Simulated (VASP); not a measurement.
# Na (I4/mmm) in VASP: further runs

The runs below take Na through single point, relaxation of cell and atoms, with PBEsol.

Program: VASP 6.6.1. These are calculated values, not measurements. Logs are shortened: lines on timing, memory, paths and dates and some standing lists are left out, and cuts for length are marked.

**1. The cell of the first run**

The structure is tetragonal, space group I4/mmm (No. 139). Conventional cell: a = 3.731 Å, b = 3.731 Å, c = 5.223 Å, α = 90.00°, β = 90.00°, γ = 90.00°. Na (site symmetry 4/mmm) has 12 Na at 3.71 to 3.73 Å within 4.9 Å.

**2. Single point, PBEsol**

Input file INCAR:

```
SYSTEM = Na
  ALGO = Fast
  EDIFF = 1E-6
  ENCUT = 520
  GGA = PS
  ISIF = 2
  ISMEAR = -1
  LASPH = .True.
  LCHARG = .True.
  LELF = .True.
  LREAL = .False.
  LVHAR = .True.
  LWAVE = .False.
  NBANDS = 10
  NELM = 100
  PREC = Accurate
  SIGMA = 0.1
```

Input file KPOINTS:

```
k-points
0
Gamma
  14 14 14
  0 0 0
```

Input file POSCAR:

```
Na
1.0
   -1.8654186018      1.8654186018      2.6115131372
    1.8654186018     -1.8654186018      2.6115131372
    1.8654186018      1.8654186018     -2.6115131372
Na
1
Direct
    0.0000000000      0.0000000000      0.0000000000
```

Potentials or basis: VASP PAW PBE potentials, release 64 (Na_pv).

Run with:

```console
$ cat potpaw_PBE.64/Na_pv/POTCAR > POTCAR
$ mpirun -np 1 vasp_std > vasp.out
```

OUTCAR:

```text
SYSTEM = Na
   EDIFF = 1E-6
   ENCUT = 520
   GGA = PS
   ISIF = 2
   ISMEAR = -1
   LASPH = .True.
   LREAL = .False.
   NELM = 100
   PREC = Accurate

 ion  position               nearest neighbor table
   1  0.000  0.000  0.000-

  LATTYP: Found a body centered tetragonal cell.
 ALAT       =     3.7308372036
 C/A-ratio  =     1.3999609174

  Lattice vectors:

 A1 = (  -1.8654186018,   1.8654186018,   2.6115131372)
 A2 = (   1.8654186018,  -1.8654186018,   2.6115131372)
 A3 = (   1.8654186018,   1.8654186018,  -2.6115131372)

Analysis of symmetry for initial positions (statically):
=====================================================================
 Subroutine PRICEL returns:
 Original cell was already a primitive cell.

 Routine SETGRP: Setting up the symmetry group for a
 body centered tetragonal supercell.

 Subroutine GETGRP returns: Found 16 space group operations
 (whereof 16 operations were pure point group operations)
 out of a pool of 16 trial point group operations.

The static configuration has the point symmetry D_4h.

Analysis of symmetry for dynamics (positions and initial velocities):
=====================================================================
 Subroutine PRICEL returns:
 Original cell was already a primitive cell.

 Routine SETGRP: Setting up the symmetry group for a
 body centered tetragonal supercell.

 Subroutine GETGRP returns: Found 16 space group operations
 (whereof 16 operations were pure point group operations)
 out of a pool of 16 trial point group operations.

The dynamic configuration has the point symmetry D_4h.

 Subroutine INISYM returns: Found 16 space group operations
 (whereof 16 operations are pure point group operations),
 and found     1 'primitive' translations

----------------------------------------------------------------------------------------

                                     Primitive cell

  volume of cell :      36.3500

  direct lattice vectors                    reciprocal lattice vectors
    -1.865418602  1.865418602  2.611513137     0.000000000  0.268036354  0.191459883
     1.865418602 -1.865418602  2.611513137     0.268036354  0.000000000  0.191459883
     1.865418602  1.865418602 -2.611513137     0.268036354  0.268036354  0.000000000

  length of vectors
     3.712084857  3.712084857  3.712084857     0.329393949  0.329393949  0.379060646

  position of ions in fractional coordinates (direct lattice)
     0.000000000  0.000000000  0.000000000

  ion indices of the primitive-cell ions
   primitive index   ion index
                 1           1

----------------------------------------------------------------------------------------

 KPOINTS: k-points

Automatic generation of k-mesh.
 Grid dimensions read from file:
 generate k-points for:   14   14   14

 Generating k-lattice:

  Cartesian coordinates                     Fractional coordinates (reciprocal lattice)
     0.000000000  0.019145454  0.013675706     0.071428571  0.000000000  0.000000000
     0.019145454  0.000000000  0.013675706     0.000000000  0.071428571  0.000000000
     0.019145454  0.019145454  0.000000000     0.000000000  0.000000000  0.071428571

  Length of vectors
     0.023528139  0.023528139  0.027075760

  Shift w.r.t. Gamma in fractional coordinates (k-lattice)
     0.000000000  0.000000000  0.000000000

 Subroutine IBZKPT returns following result:
 ===========================================

 Found    244 irreducible k-points:

 Following reciprocal coordinates:
            Coordinates               Weight
  0.000000  0.000000  0.000000      1.000000
  0.071429  0.000000  0.000000      8.000000
  0.142857 -0.000000  0.000000      8.000000
  0.214286 -0.000000  0.000000      8.000000
  0.285714  0.000000  0.000000      8.000000
  0.357143 -0.000000  0.000000      8.000000
[... 16 lines left out ...]
  0.214286  0.142857  0.000000     16.000000
  0.285714  0.142857  0.000000     16.000000
 [... further k-points ...]
   k-points           NKPTS =    244   k-points in BZ     NKDIM =    244   number of bands    NBANDS=     10
   number of dos      NEDOS =    301   number of ions     NIONS =      1
   total plane-waves  NPLWV =  21952
   dimension x,y,z NGX =    28 NGY =   28 NGZ =   28
   dimension x,y,z NGXF=    56 NGYF=   56 NGZF=   56
   ions per type =               1
   NGX,Y,Z   is equivalent  to a cutoff of  12.54, 12.54, 12.54 a.u.
   NGXF,Y,Z  is equivalent  to a cutoff of  25.08, 25.08, 25.08 a.u.
 SYSTEM =  Na
   PREC   = accura    normal or accurate (medium, high low for compatibility)
   ISTART =      0    job   : 0-new  1-cont  2-samecut
   ICHARG =      2    charge: 1-file 2-atom 10-const
   ISPIN  =      1    spin polarized calculation?
   LNONCOLLINEAR =      F non collinear calculations
   LSORBIT =      F    spin-orbit coupling
   LASPH  =      T    aspherical Exc in radial PAW
   ENCUT  =  520.0 eV  38.22 Ry    6.18 a.u.   6.90  6.90  6.90*2*pi/ulx,y,z
   NELM   =    100;   NELMIN=  2; NELMDL= -5     # of ELM steps
   EDIFF  = 0.1E-05   stopping-criterion for ELM
   LREAL  =      F    real-space projection
   EDIFFG = 0.1E-04   stopping-criterion for IOM
   NSW    =      0    number of steps for IOM
   IBRION =     -1    ionic relax: 0-MD 1-quasi-New 2-CG
   NFREE  =      0    steps in history (QN), initial steepest desc. (CG)
   ISIF   =      2    stress and relaxation
   ISYM   =      2    0-nonsym 1-usesym 2-fastsym
   POTIM  = 0.5000    time-step for ionic-motion
   TEBEG  =    0.0;   TEEND  =   0.0 temperature during run
   PSTRESS=    0.0 pullay stress
   NELECT =       7.0000    total number of electrons
   NUPDOWN=      -1.0000    fix difference up-down
   EMIN   =  10.00;   EMAX   =-10.00  energy-range for DOS
   EFERMI =   0.00;   METHOD = LEGACY
   ISMEAR =    -1;   SIGMA  =   0.10  broadening in eV -4-tet -1-fermi 0-gaus
   EFERMI_NEDOS =   21; number of points for ismear=-14 and -15
   IALGO  =     68    algorithm
   IMIX   =      4    mixing-type and parameters
     AMIX     =   0.40;   BMIX     =  1.00
     AMIX_MAG =   1.60;   BMIX_MAG =  1.00
  volume/ion in A,a.u.               =      36.35       245.30
  Fermi-wavevector in a.u.,A,eV,Ry     =   0.945379  1.786507 12.160088  0.893741
  Thomas-Fermi vector in A             =   2.073275
   LORBIT       =      0    0 simple, 1 ext, 2 COOP (PROOUT), +10 PAW based schemes
   GGA     = PS    functional components
   LHFCALC =     F    Hartree Fock is set to
   AEXX    =    0.0000 exact exchange contribution
   IVDW    =     0    specifies the selected vdW correction
   LEPSILON=     F    determine dielectric tensor
   LRPA    =     F    only Hartree local field effects (RPA)
 non-spin polarized calculation
 RMM-DIIS sequential band-by-band and
  energy-cutoff  :      520.00
  volume of cell :       36.35
 maximum number of plane-waves:       994
   NGX = 13   NGY = 13   NGZ = 13

 number of electron       7.0000000 magnetization

 Free energy of the ion-electron system (eV)
  ---------------------------------------------------
  ext. energy  EPLUGINS =         0.00000000
  ---------------------------------------------------
  free energy    TOTEN  =        -1.40847918 eV

  energy without entropy =       -1.39408308  energy(sigma->0) =       -1.40128113

 E-fermi :   0.3610     XC(G=0):  -6.5528

 val. band max:        0.3564981959   @ k =  -0.2857   0.4286   0.0714
 cond. band min:       0.3629900062   @ k =   0.5000   0.2143   0.0714
 fundamental gap:      0.0064918103
 Fermi energy:         0.3610307198

 k-point     1 :       0.0000    0.0000    0.0000
  band No.  band energies     occupation
      1     -24.4056      2.00000
      2     -24.4056      2.00000
      3     -24.4056      2.00000
      4      -2.9590      2.00000
      5      11.5628      0.00000
      6      11.5628      0.00000
      7      11.5986      0.00000
      8      12.6804      0.00000
      9      13.2163      0.00000
     10      13.2165      0.00000

 k-point     2 :       0.0714    0.0000    0.0000
  band No.  band energies     occupation
      1     -24.4075      2.00000
      2     -24.4059      2.00000
      3     -24.4059      2.00000
      4      -2.8728      2.00000
      5      10.2458      0.00000
      6      11.3828      0.00000
      7      11.4169      0.00000
      8      12.7828      0.00000
      9      13.5205      0.00000
     10      13.5332      0.00000

 k-point     3 :       0.1429   -0.0000    0.0000
  band No.  band energies     occupation
      1     -24.4128      2.00000
      2     -24.4067      2.00000
      3     -24.4066      2.00000
      4      -2.6152      2.00000
      5       8.4745      0.00000
      6      11.0586      0.00000
      7      11.1115      0.00000
      8      12.4265      0.00000
      9      14.1327      0.00000
     10      14.1568      0.00000

 k-point     4 :       0.2143   -0.0000    0.0000
  band No.  band energies     occupation
      1     -24.4205      2.00000
      2     -24.4078      2.00000
      3     -24.4076      2.00000
      4      -2.1888      2.00000
      5       6.7625      0.00000
      6      10.7798      0.00000
      7      10.8524      0.00000
      8      12.0844      0.00000
      9      13.5785      0.00000
     10      13.7776      0.00000

 k-point     5 :       0.2857    0.0000    0.0000
  band No.  band energies     occupation
      1     -24.4290      2.00000
      2     -24.4090      2.00000
      3     -24.4087      2.00000
      4      -1.5979      2.00000
      5       5.1606      0.00000
      6      10.5970      0.00000
      7      10.6892      0.00000
      8      11.8453      0.00000
      9      12.8219      0.00000
     10      13.0148      0.00000

 k-point     6 :       0.3571   -0.0000    0.0000
  band No.  band energies     occupation
      1     -24.4366      2.00000
      2     -24.4101      2.00000
      3     -24.4097      2.00000
      4      -0.8483      1.99999
      5       3.6867      0.00000
      6      10.5151      0.00000
      7      10.6267      0.00000
      8      11.7172      0.00000
      9      12.2136      0.00000
     10      12.3971      0.00000
[... 183 lines left out ...]
 k-point    21 :      -0.0714    0.0714    0.0000
  band No.  band energies     occupation
      1     -24.4075      2.00000
      2     -24.4063      2.00000
      3     -24.4063      2.00000
      4      -2.8449      2.00000
      5      10.5934      0.00000
      6      10.8905      0.00000
      7      10.9147      0.00000
      8      12.6172      0.00000
      9      13.8746      0.00000
     10      14.0981      0.00000

 k-point    22 :       0.1429    0.1429    0.0000
  band No.  band energies     occupation
      1     -24.4208      2.00000
      2     -24.4111      2.00000
      3     -24.4072      2.00000
      4      -2.0444      2.00000
      5       7.1847      0.00000
      6       8.1595      0.00000
      7      12.3011      0.00000
      8      12.4571      0.00000
      9      13.1974      0.00000
     10      13.7943      0.00000

 k-point    23 :       0.2143    0.1429    0.0000
  band No.  band energies     occupation
      1     -24.4271      2.00000
      2     -24.4135      2.00000
      3     -24.4082      2.00000
      4      -1.5094      2.00000
      5       5.8571      0.00000
      6       7.5959      0.00000
      7      11.4414      0.00000
      8      12.4274      0.00000
      9      12.7548      0.00000
     10      13.9452      0.00000

 k-point    24 :       0.2857    0.1429    0.0000
  band No.  band energies     occupation
      1     -24.4334      2.00000
      2     -24.4153      2.00000
      3     -24.4095      2.00000
      4      -0.8147      1.99998
      5       4.4002      0.00000
      6       7.4343      0.00000
      7      10.7097      0.00000
      8      11.7099      0.00000
      9      12.8533      0.00000
     10      13.9467      0.00000

 [... further k-points ...]
[... 5 lines left out ...]
  --------------------------------------------------------------------------------------
  -------------------------------------------------------------------------------------
  Total        0.0189856      0.0189856      0.0237560      0.0000000      0.0000000      0.0000000
  in kB        0.8368179      0.8368179      1.0470762      0.0000000      0.0000000      0.0000000
  external PRESSURE =       0.9069040 kB  Pullay stress =       0.0000000 kB

 VOLUME and BASIS-vectors are now :
 -----------------------------------------------------------------------------
  energy-cutoff  :      520.00
  volume of cell :       36.35
      direct lattice vectors                 reciprocal lattice vectors
    -1.865418602  1.865418602  2.611513137     0.000000000  0.268036354  0.191459883
     1.865418602 -1.865418602  2.611513137     0.268036354  0.000000000  0.191459883
     1.865418602  1.865418602 -2.611513137     0.268036354  0.268036354  0.000000000

 POSITION                                       TOTAL-FORCE (eV/Angst)
 -----------------------------------------------------------------------------------
      0.00000      0.00000      0.00000         0.000000      0.000000      0.000000
 -----------------------------------------------------------------------------------
    total drift:                               -0.000000     -0.000000     -0.000000

  FREE ENERGIE OF THE ION-ELECTRON SYSTEM (eV)
  ---------------------------------------------------
  free  energy   TOTEN  =        -1.4084791791 eV

  energy  without entropy=       -1.3940830838  energy(sigma->0) =       -1.40128113
```

Wall time 32 s (1 thread of Intel Xeon 6975P-C (Granite Rapids), shared host); peak memory 0.19 GiB.

What came out:

```
Free energy            : -1.4085 eV
Pressure               : 0.1 GPa
Band gap on the k mesh : zero (an odd number of electrons rules out a gap without spin polarisation)
```

Levels at points of the mesh, in eV from the Fermi level:
```csv
k point,band 1,band 2,band 3,band 4,band 5,band 6,band 7,band 8
"(0.00, 0.00, 0.00)",-24.77,-24.77,-24.77,-3.32,11.20,11.20,11.24,12.32
"(0.50, 0.00, 0.00)",-24.80,-24.77,-24.77,0.55,0.99,10.16,10.30,11.27
"(0.50, 0.50, 0.00)",-24.80,-24.78,-24.78,1.75,2.31,6.35,7.27,7.28
"(0.50, 0.50, 0.50)",-24.80,-24.78,-24.78,1.85,2.41,6.26,7.16,7.16
```

Caveat: the PAW data sets were made with another functional, which shifts forces and pressure a little.

**3. Single point, PBEsol**

Input file INCAR:

```
SYSTEM = Na
PREC     = Accurate       ! precision mode
ENCUT    = 520            ! plane-wave cutoff, eV
EDIFF    = 1E-7           ! SCF threshold, eV
ISMEAR   = -1             ! smearing method
SIGMA    = 0.1            ! smearing width, eV
LREAL    = .FALSE.        ! projectors in reciprocal space
LASPH    = .TRUE.         ! aspherical terms in the spheres
NELM     = 100            ! most SCF steps
ALGO     = Normal         ! electronic algorithm
ISIF     = 2              ! what is computed and relaxed
LWAVE    = .FALSE.        ! write WAVECAR
LCHARG   = .FALSE.        ! write CHGCAR
GGA      = PS             ! functional
NBANDS   = 10             ! bands
```

Input file KPOINTS:

```
regular mesh
0
G
  14 14 14
  0 0 0
```

POSCAR is that of step 2.

Potentials or basis: VASP PAW PBE potentials, release 64 (Na_pv).

Run with:

```console
$ cat potpaw_PBE.64/Na_pv/POTCAR > POTCAR
$ mpirun -np 1 vasp_std > vasp.out
```

Wall time 25 s (1 thread of Intel Xeon 6975P-C (Granite Rapids), shared host); peak memory 0.2 GiB.

Results (log left out):

- Free energy: -1.4085 eV
- Pressure: 0.0 GPa
- Band gap on the k mesh: zero (an odd number of electrons rules out a gap without spin polarisation)

Levels at points of the mesh, in eV from the Fermi level:
| k point | band 1 | band 2 | band 3 | band 4 | band 5 | band 6 | band 7 | band 8 |
| --- | --- | --- | --- | --- | --- | --- | --- | --- |
| (0.00, 0.00, 0.00) | -24.77 | -24.77 | -24.77 | -3.32 | 11.20 | 11.20 | 11.24 | 12.32 |
| (0.50, 0.00, 0.00) | -24.80 | -24.77 | -24.77 | 0.55 | 0.99 | 10.16 | 10.30 | 11.27 |
| (0.50, 0.50, 0.00) | -24.80 | -24.78 | -24.78 | 1.75 | 2.31 | 6.35 | 7.27 | 7.28 |
| (0.50, 0.50, 0.50) | -24.80 | -24.78 | -24.78 | 1.85 | 2.41 | 6.26 | 7.16 | 7.16 |

Caveat: the PAW data sets were made with another functional, which shifts forces and pressure a little.

**4. Relaxation of cell and atoms, PBEsol**

This run uses another cell than the first one, of 37.61 Å³/atom.

Input file INCAR:

```
SYSTEM = Na
ALGO     = Normal         ! electronic algorithm
EDIFF    = 1E-6           ! SCF threshold, eV
EDIFFG   = -0.002         ! ionic threshold
ENCUT    = 600            ! plane-wave cutoff, eV
GGA      = PS             ! functional
IBRION   = 2              ! ionic algorithm
ISIF     = 3              ! what is computed and relaxed
ISMEAR   = -1             ! smearing method
LASPH    = .True.         ! aspherical terms in the spheres
LCHARG   = .False.        ! write CHGCAR
LREAL    = .False.        ! projectors in reciprocal space
LWAVE    = .False.        ! write WAVECAR
NELM     = 100            ! most SCF steps
NSW      = 100            ! ionic steps
PREC     = Accurate       ! precision mode
SIGMA    = 0.1            ! smearing width, eV
```

Input file KPOINTS:

```
k-points
0
Gamma
  14 14 14
  0 0 0
```

Input file POSCAR:

```
Na
1.0
   -1.8882910800      1.8882910800      2.6372766800
    1.8882910800     -1.8882910800      2.6372766800
    1.8882910800      1.8882910800     -2.6372766800
Na
1
Direct
    0.0000000000      0.0000000000      0.0000000000
```

Run with:

```console
$ cat potpaw_PBE.64/Na_pv/POTCAR > POTCAR
$ mpirun -np 1 vasp_std > vasp.out
```

It took 2.5 min on 1 thread of Intel Xeon 6975P-C (Granite Rapids), shared host; peak memory 0.21 GiB.

It converged, with:

```
Free energy                           : -1.4087 eV
Relaxed volume                        : 36.33 Å³/atom
Relaxed cell                          : a = 3.717 Å, b = 3.717 Å, c = 3.717 Å, α = 119.97°, β = 119.97°, γ = 90.06°
Space group after relaxing (to 0.1 Å) : Fm-3m (No. 225)
Energy gained by relaxing             : 1.1 meV/atom
Ionic steps                           : 14
Pressure after relaxing               : 0.0 GPa
Band gap on the k mesh                : zero (an odd number of electrons rules out a gap without spin polarisation)
```

The path:
```
step  energy change (eV)  largest force (eV/Å)  pressure (GPa)  volume (Å³)
   1              0.0000                0.0000           -0.27        37.61
   2             -0.0005                0.0000           -0.15        37.27
   3             -0.0007                0.0000           -0.12        37.07
   4             -0.0010                0.0000           -0.02        36.66
   5             -0.0010                0.0000           -0.04        36.59
   6             -0.0010                0.0000            0.00        36.45
   7             -0.0010                0.0000           -0.01        36.43
   8             -0.0010                0.0000            0.00        36.38
   9             -0.0010                0.0000           -0.01        36.38
  10             -0.0010                0.0000           -0.01        36.38
  11             -0.0010                0.0000           -0.01        36.38
  12             -0.0011                0.0000           -0.01        36.38
  13             -0.0011                0.0000            0.01        36.29
  14             -0.0011                0.0000            0.00        36.33
```

Final structure:
```
Na
1.0
    -1.85939    1.85939    2.62682
     1.85939   -1.85939    2.62682
     1.85939    1.85939   -2.62682
Na
1
Direct
  0.00000 0.00000 0.00000
```

Levels at points of the mesh, in eV from the Fermi level:
```tsv
k point	band 1	band 2	band 3	band 4	band 5	band 6	band 7
(0.00, 0.00, 0.00)	-24.77	-24.77	-24.77	-3.32	11.22	11.22	11.22
(0.50, 0.00, 0.00)	-24.80	-24.77	-24.77	0.55	0.99	10.23	10.24
(0.50, 0.50, 0.00)	-24.80	-24.78	-24.78	1.78	2.34	6.32	7.24
(0.50, 0.50, 0.50)	-24.80	-24.78	-24.78	1.79	2.35	6.31	7.23
```

Caveat: the PAW data sets were made with another functional, which shifts forces and pressure a little.
